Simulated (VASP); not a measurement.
Write the native input for VASP 6.6.1 that does the following.

```
Task                   : single point
Functional             : PBE
Potentials or basis    : VASP PAW PBE potentials, release 64 (Pt)
Cutoff                 : 520 eV
k mesh                 : 15 × 15 × 8
Occupations            : fermi-dirac, width 0.05 eV
Spin                   : no spin polarisation
Dipole correction      : no
Further INCAR settings : ALGO = Normal; EDIFF = 1e-06; NBANDS = 17
```

The structure of Pt lies in POSCAR:

```
Pt
1.0
    2.6758931777      0.0000000000      0.0000000000
   -1.3379465889      2.3173914697      0.0000000000
    0.0000000000      0.0000000000      4.5748691433
Pt
2
Direct
    0.3333333333      0.6666666667      0.2500000000
    0.6666666667      0.3333333333      0.7500000000
```

One way to write it, as run:

INCAR

```
PREC = Accurate
ENCUT = 520
EDIFF = 1E-6
ISMEAR = -1
SIGMA = 0.05
LREAL = False
LASPH = True
NELM = 100
ALGO = Normal
ISIF = 2
LWAVE = False
LCHARG = True
GGA = PE
LELF = True
LVHAR = True
NBANDS = 17
```

KPOINTS

```
Automatic mesh
0
Gamma
  15 15 8
```

Potentials or basis: VASP PAW PBE potentials, release 64 (Pt).

Run with:

```sh
$ cat potpaw_PBE.64/Pt/POTCAR > POTCAR
$ mpirun -np 1 vasp_std > vasp.out
```

Results of the run:

| Property | Result |
| --- | --- |
| Pressure | 33.2 GPa |
| Band gap on the k mesh | zero (band 10 reaches 12.95 eV, above the bottom of band 11 at 11.50 eV) |

Caveat: spin-orbit coupling is left out, which moves the levels of the heavy elements.

Run time: 35 s on 1 thread of Intel Xeon 6975P-C, on a shared host, peak memory 0.18 GiB.
